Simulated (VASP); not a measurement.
Wanted: the native input for a VASP 6.6.1 run.

* Task: single point
* Functional: PBE
* Potentials or basis: VASP PAW PBE potentials, release 64 (W_sv)
* Cutoff: 520 eV
* k mesh: 14 × 14 × 14
* Occupations: fermi-dirac, width 0.05 eV
* Spin: no spin polarisation
* Dipole correction: no
* Further INCAR settings: ALGO = Normal; EDIFF = 1e-06; NBANDS = 13

The structure of W lies in POSCAR:

```
W
1.0
   -0.0152250000      2.0300000000      2.0300000000
    2.0300000000     -0.0152250000      2.0300000000
    2.0147750000      2.0147750000      0.0000000000
W
1
Direct
    0.0000000000      0.0000000000      0.0000000000
```

This cell differs from its parent crystal: xy shear strain of -1.5 %.

These files were run (other wordings do the same):

INCAR

```
PREC = Accurate
ENCUT = 520
EDIFF = 1E-6
ISMEAR = -1
SIGMA = 0.05
LREAL = False
LASPH = True
NELM = 100
ALGO = Normal
ISIF = 2
LWAVE = False
LCHARG = True
GGA = PE
LELF = True
LVHAR = True
NBANDS = 13
```

KPOINTS

```
Automatic mesh
0
Gamma
  14 14 14
```

Potentials or basis: VASP PAW PBE potentials, release 64 (W_sv).

Run with:

```bash
$ cat potpaw_PBE.64/W_sv/POTCAR > POTCAR
$ mpirun -np 1 vasp_std > vasp.out
```

It gave:

```yaml
Pressure: -4.2 GPa
Band_gap_on_the_k_mesh: zero (band 7 reaches 13.17 eV, above the bottom of band 8 at 9.69 eV)
```

Caveat: the cell differs from its parent crystal (xy shear strain of -1.5 %); spin-orbit coupling is left out, which moves the levels of the heavy elements.

Run time: 2 min on 1 thread of AMD EPYC 7R43 64-Core Processor (Zen 3), on a shared host, peak memory 0.18 GiB.
